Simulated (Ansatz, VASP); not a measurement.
One calculation of Na6Cd2Mo, two programs

File INCAR:

```
SYSTEM = Na6Cd2Mo
PREC     = Accurate       ! precision mode
ENCUT    = 520            ! plane-wave cutoff, eV
EDIFF    = 1E-6           ! SCF threshold, eV
ISMEAR   = 0              ! smearing method
SIGMA    = 0.1            ! smearing width, eV
LREAL    = .False.        ! projectors in reciprocal space
LASPH    = .True.         ! aspherical terms in the spheres
NELM     = 150            ! most SCF steps
ALGO     = Normal         ! electronic algorithm
ISIF     = 2              ! what is computed and relaxed
LWAVE    = .False.        ! write WAVECAR
LCHARG   = .True.         ! write CHGCAR
ISPIN    = 2              ! spin polarisation
MAGMOM   = 0 0 0 0 0 0 0 0 1 ! initial moments
LORBIT   = 11             ! projections on sites
LMAXMIX  = 4              ! l up to which the mixer works
GGA      = PE             ! functional
LELF     = .True.         ! ELF
LVHAR    = .True.       
NBANDS   = 54             ! bands
```

Contents of KPOINTS:

```
regular mesh
0
Gamma
  6 6 2
  0 0 0
```

The input POSCAR:

```
Na6Cd2Mo
1.0
    5.0835326868      0.0000000000      0.0000000000
   -2.5417663434      4.4024684478      0.0000000000
    0.0000000000      0.0000000000     12.6671597836
Na Cd Mo
6 2 1
Direct
    0.3333333333      0.6666666667      0.7683962777
    0.6666666667      0.3333333333      0.7683962777
    0.6666666667      0.3333333333      0.2316037223
    0.3333333333      0.6666666667      0.2316037223
    0.3333333333      0.6666666667      0.5000000000
    0.6666666667      0.3333333333      0.5000000000
    0.3333333333      0.6666666667      0.0000000000
    0.6666666667      0.3333333333      0.0000000000
    0.0000000000      0.0000000000      0.0000000000
```

Input for Ansatz:

```yaml
crystal:
  lattice:
    - [5.0835326868, 0.0, 0.0]
    - [-2.5417663434, 4.4024684478, 0.0]
    - [0.0, 0.0, 12.6671597836]
  atoms:
    - { symbol: Na, position: [0.3333333333, 0.6666666667, 0.7683962777] }
    - { symbol: Na, position: [0.6666666667, 0.3333333333, 0.7683962777] }
    - { symbol: Na, position: [0.6666666667, 0.3333333333, 0.2316037223] }
    - { symbol: Na, position: [0.3333333333, 0.6666666667, 0.2316037223] }
    - { symbol: Na, position: [0.3333333333, 0.6666666667, 0.5] }
    - { symbol: Na, position: [0.6666666667, 0.3333333333, 0.5] }
    - { symbol: Cd, position: [0.3333333333, 0.6666666667, 0.0] }
    - { symbol: Cd, position: [0.6666666667, 0.3333333333, 0.0] }
    - { symbol: Mo, position: [0.0, 0.0, 0.0], spin: 1.0 }
basis:
  ecutwfc: 420
kpoints:
  mp_grid: { grid: [6, 6, 2] }
hamiltonian:
  xc: pbe
scf:
  occupations: { method: gaussian, width: 0.1 }
  lower_state_search: "off"
output:
  forces: true
  stress: true
  eigenvalues: true
  populations: true
magnetization:
  spin_polarized: true
```

Alike in both runs: task single point; functional PBE; k mesh 6 × 6 × 2; occupations gaussian, width 0.1 eV; collinear spin.

|  | VASP | Ansatz |
| --- | --- | --- |
| version | VASP 6.6.1 | Ansatz 0.2.0 |
| potentials or method | VASP PAW PBE potentials, release 64 (Na_pv, Cd, Mo_sv), cutoff 520 eV | scalar-relativistic, plane waves, PAW |
| valence electrons in the cell | 80 | 108 |

Ansatz gave:

| Item | Value |
| --- | --- |
| gap on the k mesh at the Fermi level (eV) | none |
| pressure (GPa) | 1.1 |
| traceless stress, the component that is largest in VASP (GPa) | -0.63 |
| rms of the force components (eV/Å) | 0.022 |
| net moment per atom (μB) | 0.38 |
| size of the moment on the site where the two differ most (μB) | 2.76 |

Q: Which values does VASP return?

A: gap on the k mesh at the Fermi level (eV): none; pressure (GPa): 1.1; traceless stress, the component that is largest in VASP (GPa): -0.70; rms of the force components (eV/Å): 0.022; net moment per atom (μB): 0.38; size of the moment on the site where the two differ most (μB): 2.89.

Site moments also hang on the region over which each program counts them. Atom by atom the forces differ by 0.001 eV/Å (rms over components). A gap of «none» marks a metal or a gap that the smearing closes. VASP's potentials hold 80 valence electrons a cell and Ansatz's 108, so a difference there can come from the potentials and not from the codes.
